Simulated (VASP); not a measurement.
Set up this calculation in VASP 6.6.1, as the native input.

| Quantity | Value |
| --- | --- |
| Task | single point |
| Functional | PBE |
| Potentials or basis | VASP PAW PBE potentials, release 64 (Sm_3, Ta_pv, I), 4f in core |
| Cutoff | 500 eV |
| k mesh | 4 × 4 × 4 |
| Occupations | gaussian, width 0.1 eV |
| Spin | no spin polarisation |
| Dipole correction | no |
| Mended | yes |
| Further INCAR settings | ALGO = Normal; EDIFF = 1e-06; NBANDS = 40 |

The structure of Sm4TaI lies in POSCAR:

```
Sm4TaI
1.0
    5.1816802906      0.0000000000      0.0000000000
    0.0000000000      5.1816802906      0.0000000000
    0.0000000000      0.0000000000      7.4506256680
Sm Ta I
4 1 1
Direct
    0.5000000000      0.0000000000      0.7234285589
    0.0000000000      0.5000000000      0.2765714411
    0.5000000000      0.0000000000      0.2765714411
    0.0000000000      0.5000000000      0.7234285589
    0.5000000000      0.5000000000      0.5000000000
    0.0000000000      0.0000000000      0.0000000000
```

The cell was built from a structure type or drawn by symmetry, and may not be a known phase.

These files were run (other wordings do the same):

INCAR

```
ALGO     = Normal         # electronic algorithm
EDIFF    = 1E-6           # SCF threshold, eV
ENCUT    = 500            # plane-wave cutoff, eV
GGA      = PE             # functional
GGA_COMPAT= False        
ISIF     = 2              # what is computed and relaxed
ISMEAR   = 0              # smearing method
LASPH    = True           # aspherical terms in the spheres
LCHARG   = False          # write CHGCAR
LMAXMIX  = 6              # l up to which the mixer works
LREAL    = False          # projectors in reciprocal space
LWAVE    = False          # write WAVECAR
NBANDS   = 40             # bands
NELM     = 200            # most SCF steps
PREC     = Accurate       # precision mode
SIGMA    = 0.1            # smearing width, eV
```

KPOINTS

```
k-points
0
Gamma
  4 4 4
```

Potentials or basis: VASP PAW PBE potentials, release 64 (Sm_3, Ta_pv, I), 4f in core.

Run with:

```sh
$ cat potpaw_PBE.64/Sm_3/POTCAR potpaw_PBE.64/Ta_pv/POTCAR potpaw_PBE.64/I/POTCAR > POTCAR
$ mpirun -np 1 vasp_std > vasp.out
```

It gave:

The pressure is 0.3 GPa. The band gap on the k mesh is zero (bands 31 and 32 overlap by 0.49 eV).

Caveat: spin-orbit coupling is left out, which moves the levels of the heavy elements; the 4f electrons are frozen in the core, so they carry no moment and show no levels; the run has no spin polarisation, though such a crystal can be magnetic.

Wall time 68 s on 1 thread of AMD EPYC 9R45 96-Core Processor (Zen 5) (shared host), peak memory 0.33 GiB.
